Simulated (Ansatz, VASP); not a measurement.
## One calculation of MgF2, two programs

```
CELL_PARAMETERS angstrom
4.13376 0.00000 0.00000
0.00000 4.13376 0.00000
0.00000 0.00000 2.77720
ATOMIC_POSITIONS crystal
Mg 0.00000 0.00000 0.00000
Mg 0.50000 0.50000 0.50000
F 0.30070 0.30070 0.00000
F 0.69930 0.69930 0.00000
F 0.80070 0.19930 0.50000
F 0.19930 0.80070 0.50000
```

Change from the starting cell: volume scaled by 0.72, PAW files.

Alike in both runs: task single point; functional PBEsol; k mesh 7 × 7 × 10; occupations fermi-dirac, width 0.08 eV; no spin polarisation.

|  | VASP | Ansatz |
| --- | --- | --- |
| version | VASP 6.6.1 | Ansatz 0.2.0 |
| potentials or method | VASP PAW PBE potentials, release 64 (Mg, F) | PAW with Ansatz's default frozen-core files, scalar-relativistic |
| plane-wave cutoff (eV) | 600 | 420 |
| valence electrons in the cell | 32 | 48 |

```csv
,VASP,Ansatz,Ansatz less VASP
gap on the k mesh at the Fermi level (eV),9.35,9.37,+0.019
pressure (GPa),66.3,66.1,-0.13
"traceless stress, the component that is largest in VASP (GPa)",0.12,0.18,+0.062
rms of the force components (eV/Å),0.009,0.000,-0.0090
```

VASP's potentials were made for PBE, not for PBEsol. Atom by atom the forces differ by 0.009 eV/Å (rms over components). Both programs put the cell under a high pressure, so it lies far from rest at this level. VASP's potentials hold 32 valence electrons a cell and Ansatz's 48, so a difference there can come from the potentials and not from the codes.

Noted on VASP's run: the cell as given lies far from equilibrium.
